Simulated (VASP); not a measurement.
## Sc3W: relaxation of cell and atoms with PBE

Crystal: Sc3W.

```xyz
8
Lattice="5.9980 0.0000 0.0000 -2.9990 5.1944 0.0000 0.0000 0.0000 4.8143" Properties=species:S:1:pos:R:3 pbc="T T T"
Sc    2.9990    3.4595    1.2036
Sc   -1.4965    4.3270    3.6107
Sc    1.5025    0.8675    1.2036
Sc    0.0000    1.7349    3.6107
Sc    4.4955    0.8675    1.2036
Sc    1.4965    4.3270    3.6107
W     0.0000    3.4629    1.2036
W     2.9990    1.7315    3.6107
```

```
Program                : VASP 6.6.1
Task                   : relaxation of cell and atoms
Functional             : PBE
Potentials or basis    : VASP PAW PBE potentials, release 64 (Sc_sv, W_sv)
Cutoff                 : 600 eV
k mesh                 : 3 × 3 × 4
Occupations            : gaussian, width 0.1 eV
Spin                   : no spin polarisation
Dipole correction      : no
Further INCAR settings : ALGO = Fast; EDIFF = 1e-07; IBRION = 2; EDIFFG = -0.04; NSW = 90; ISIF = 3
```

The relaxed volume is 20.70 Å³/atom and the relaxed cell is a = 6.215 Å, b = 6.215 Å, c = 4.951 Å, α = 90.00°, β = 90.00°, γ = 120.00°. The space group after relaxing (to 0.1 Å) is P6_3/mmc (No. 194). The energy gained by relaxing is 69.3 meV/atom and the ionic steps are 6. The pressure after relaxing is 0.2 GPa and the band gap on the k mesh is zero (bands 47 and 48 overlap by 0.81 eV).

Forces on the atoms (eV/Å):
```
Sc   0.000 -0.002  0.000
Sc   0.002 -0.001  0.000
Sc   0.002  0.001  0.000
Sc   0.000  0.002  0.000
Sc  -0.002  0.001  0.000
Sc  -0.002 -0.001  0.000
W    0.000  0.000  0.000
W    0.000  0.000  0.000
```

Stress tensor (GPa, compression positive):
```
0.29 0.00 0.00
0.00 0.29 0.00
0.00 0.00 0.09
```

The path:
```tsv
step	energy change (eV)	largest force (eV/Å)	pressure (GPa)	volume (Å³)
1	0.0000	0.4999	10.93	150.00
2	-0.2641	0.2046	-6.26	179.51
3	-0.5338	0.2874	-0.30	166.36
4	-0.5338	0.2904	-0.13	166.02
5	-0.5509	0.1115	0.07	165.79
6	-0.5542	0.0021	0.22	165.64
```

Final structure:
```
Sc W
1.0
     6.21522    0.00000    0.00000
    -3.10761    5.38254    0.00000
     0.00000    0.00000    4.95120
Sc W
6 2
Direct
  0.82968 0.65936 0.25000
  0.17032 0.82968 0.75000
  0.34064 0.17032 0.25000
  0.17032 0.34064 0.75000
  0.82968 0.17032 0.25000
  0.65936 0.82968 0.75000
  0.33333 0.66667 0.25000
  0.66667 0.33333 0.75000
```

Levels at points of the mesh, in eV from the Fermi level:
| k point | band 45 | band 46 | band 47 | band 48 | band 49 | band 50 |
| --- | --- | --- | --- | --- | --- | --- |
| (0.00, 0.00, 0.00) | -0.24 | -0.24 | 0.09 | 0.09 | 0.79 | 1.13 |
| (0.00, 0.00, 0.50) | -0.71 | -0.71 | 0.59 | 0.59 | 1.20 | 1.20 |

It took 35 min on 1 thread of Intel Xeon 8259CL (shared host), peak memory 0.35 GiB.

Caveat: the k points lie up to 0.39 Å⁻¹ apart in the final cell, too coarse for converged energies and pressures of a metal; spin-orbit coupling is left out, which moves the levels of the heavy elements.
